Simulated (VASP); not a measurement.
Input of a VASP 6.6.1 run:

File INCAR:

```
SYSTEM = As3Se2
PREC     = Accurate       ! precision mode
ENCUT    = 600            ! plane-wave cutoff, eV
EDIFF    = 1E-6           ! SCF threshold, eV
ISMEAR   = 0              ! smearing method
SIGMA    = 0.1            ! smearing width, eV
LREAL    = .False.        ! projectors in reciprocal space
LASPH    = .True.         ! aspherical terms in the spheres
NELM     = 80             ! most SCF steps
ALGO     = Normal         ! electronic algorithm
ISIF     = 3              ! what is computed and relaxed
LWAVE    = .False.        ! write WAVECAR
LCHARG   = .False.        ! write CHGCAR
GGA      = PE             ! functional
IBRION   = 2              ! ionic algorithm
NSW      = 100            ! ionic steps
EDIFFG   = -0.01          ! ionic threshold
```

KPOINTS

```
regular mesh
0
Gamma
  12 12 8
  0 0 0
```

File POSCAR:

```
As3Se2
1.0
    4.7907309614      0.0000000000      0.0000000000
   -2.3953654807      4.1488947153      0.0000000000
    0.0000000000      0.0000000000      5.5863802324
As Se
3 2
Direct
    0.0000000000      0.0000000000      0.7239452824
    0.0000000000      0.0000000000      0.2760547176
    0.6666666667      0.3333333333      0.0000000000
    0.6666666667      0.3333333333      0.5000000000
    0.3333333333      0.6666666667      0.0000000000
```

Potentials or basis: VASP PAW PBE potentials, release 64 (As, Se).

Run with:

```sh
$ cat potpaw_PBE.64/As/POTCAR potpaw_PBE.64/Se/POTCAR > POTCAR
$ mpirun -np 1 vasp_std > vasp.out
```

Task: Predict the space group after relaxing (to 0.05 Å).

Result: P-6m2 (No. 187).

Task: Predict the relaxed volume.

Result: 22.27 Å³/atom.

Task: Estimate the relaxed cell.

Result: a = 4.754 Å, b = 4.754 Å, c = 5.690 Å, α = 90.00°, β = 90.00°, γ = 120.00°.

Forces on the atoms (eV/Å):
```
As   0.000  0.000 -0.003
As   0.000  0.000  0.003
As   0.000  0.000  0.000
Se   0.000  0.000  0.000
Se   0.000  0.000  0.000
```
